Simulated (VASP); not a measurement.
Write the native input for VASP 6.6.1 that does the following.

```
Task                   : single point
Functional             : r2SCAN
Potentials or basis    : VASP PAW PBE potentials, release 64 (Y_sv, Hg)
Cutoff                 : 520 eV
k mesh                 : 12 × 12 × 12
Occupations            : gaussian, width 0.1 eV
Spin                   : no spin polarisation
Dipole correction      : no
Further INCAR settings : ALGO = Normal; EDIFF = 1e-06; NBANDS = 18
```

YHg:

```
CELL_PARAMETERS angstrom
3.68000 0.00000 0.00000
0.00000 3.68000 0.00000
0.00000 0.00000 3.68000
ATOMIC_POSITIONS crystal
Y 0.50000 0.50000 0.50000
Hg 0.00000 0.00000 0.00000
```

One way to write it, as run:

POSCAR

```
YHg
1.0
    3.6800000000      0.0000000000      0.0000000000
    0.0000000000      3.6800000000      0.0000000000
    0.0000000000      0.0000000000      3.6800000000
Y Hg
1 1
Direct
    0.5000000000      0.5000000000      0.5000000000
    0.0000000000      0.0000000000      0.0000000000
```

INCAR.step1

```
SYSTEM = YHg
PREC = Accurate ; ENCUT = 520
ISMEAR = 0 ; SIGMA = 0.1
LREAL = .FALSE. ; LASPH = .TRUE.
NELM = 80 ; NBANDS = 18
GGA = PE ; ALGO = Normal
EDIFF = 1E-4 ; LWAVE = .TRUE.
LCHARG = .FALSE.
```

INCAR.step2

```
SYSTEM = YHg
PREC = Accurate ; ENCUT = 520
EDIFF = 1E-6 ; ISMEAR = 0
SIGMA = 0.1 ; LREAL = .FALSE.
LASPH = .TRUE. ; NELM = 80
ALGO = Normal ; ISIF = 2
LWAVE = .FALSE. ; LCHARG = .FALSE.
METAGGA = R2SCAN ; LMIXTAU = .TRUE.
NBANDS = 18 ; ISTART = 1
```

KPOINTS

```
Automatic mesh
0
G
  12 12 12
  0 0 0
```

Potentials or basis: VASP PAW PBE potentials, release 64 (Y_sv, Hg).

The run is started by

```sh
$ cat potpaw_PBE.64/Y_sv/POTCAR potpaw_PBE.64/Hg/POTCAR > POTCAR
$ cp INCAR.step1 INCAR
$ mpirun -np 1 vasp_std > vasp.out
$ cp INCAR.step2 INCAR
$ mpirun -np 1 vasp_std > vasp.out
```

Results of the run:

```yaml
Pressure: 1.5 GPa
```

Caveat: the PAW data sets were made with another functional, which shifts forces and pressure a little.

Wall time 3 min on 1 thread of Intel(R) Xeon(R) Platinum 8488C (Sapphire Rapids), with other jobs on the host, peak memory 0.24 GiB.
